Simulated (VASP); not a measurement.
SnAs2Se, 8 atoms in the cell. The structure is hexagonal, space group P6_3/mmc (No. 194). Conventional cell: a = 3.545 Å, b = 3.545 Å, c = 15.484 Å, α = 90.00°, β = 90.00°, γ = 120.00°. Sn (site symmetry -6m2) has 6 As at 3.27 Å and 6 Sn at 3.54 Å and 6 Se at 4.38 Å within 4.4 Å. As (site symmetry 3m) has 3 Se at 2.44 Å and 3 Sn at 3.27 Å and 3 As at 3.35 Å within 3.4 Å. Se (site symmetry -3m) has 6 As at 2.44 Å within 3.2 Å. The cell was generated, and may not be a known phase.

```yaml
Program: VASP 6.6.1
Task: single point
Functional: PBE
Potentials_or_basis: VASP PAW PBE potentials, release 64 (Sn_d, As, Se)
Cutoff: 520 eV
k_mesh: 6 × 6 × 1
Occupations: gaussian, width 0.1 eV
Spin: no spin polarisation
Dipole_correction: no
Further_INCAR_settings: ALGO = Normal; EDIFF = 1e-06; NBANDS = 40
```

Potentials or basis: VASP PAW PBE potentials, release 64 (Sn_d, As, Se).

Command:

```bash
$ cat potpaw_PBE.64/Sn_d/POTCAR potpaw_PBE.64/As/POTCAR potpaw_PBE.64/Se/POTCAR > POTCAR
$ mpirun -np 1 vasp_std > vasp.out
```

Hardware: 1 thread of Oxide Virtual Turin-like Processor, on a shared host.

Task: How long does it take, and how much memory?

Result: Run time: 81 s on 1 thread of Oxide Virtual Turin-like Processor, on a shared host, peak memory 0.27 GiB. Counts: scf iterations 13, k points 7.
